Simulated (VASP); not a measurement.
A run of VASP 6.6.1 is set up as follows.

The input INCAR:

```
SYSTEM = Ta2AlN3
ALGO = Normal ; EDIFF = 1E-6
ENCUT = 520 ; GGA = PE
ISIF = 2 ; ISMEAR = 0
LASPH = .TRUE. ; LCHARG = .FALSE.
LREAL = .FALSE. ; LWAVE = .FALSE.
NBANDS = 29 ; NELM = 100
PREC = Accurate ; SIGMA = 0.1
```

Contents of KPOINTS:

```
k-points
0
G
  6 6 6
  0 0 0
```

The input POSCAR:

```
Ta2AlN3
1.0
    5.1743825118      0.0000000000      0.0000000000
   -2.5871912559      4.4811467041      0.0000000000
    0.0000000000      0.0000000000      2.8455805969
Ta Al N
2 1 3
Direct
    0.3333333333      0.6666666667      0.5000000000
    0.0000000000      0.0000000000      0.0000000000
    0.6666666667      0.3333333333      0.5000000000
    0.3979951094      0.0054789759      0.0000000000
    0.6074838665      0.6020048906      0.0000000000
   -0.0054789759      0.3925161335      0.0000000000
```

Potentials or basis: VASP PAW PBE potentials, release 64 (Ta_pv, Al, N).

Command:

```sh
$ cat potpaw_PBE.64/Ta_pv/POTCAR potpaw_PBE.64/Al/POTCAR potpaw_PBE.64/N/POTCAR > POTCAR
$ mpirun -np 1 vasp_std > vasp.out
```

**Question.** Estimate the pressure.

**Answer.** 0.5 GPa.

**Question.** Estimate the band gap on the k mesh.

**Answer.** Zero (bands 20 and 21 overlap by 0.45 eV).

Forces in eV/Å, atoms in the order of the input:
```
Ta   0.000  0.000  0.000
Ta   0.000  0.000  0.000
Al   0.000  0.000  0.000
N    0.024  0.050  0.000
N    0.031 -0.045  0.000
N   -0.055 -0.004  0.000
```

Caveat: the k points lie up to 0.37 Å⁻¹ apart; spin-orbit coupling is left out, which moves the levels of the heavy elements.
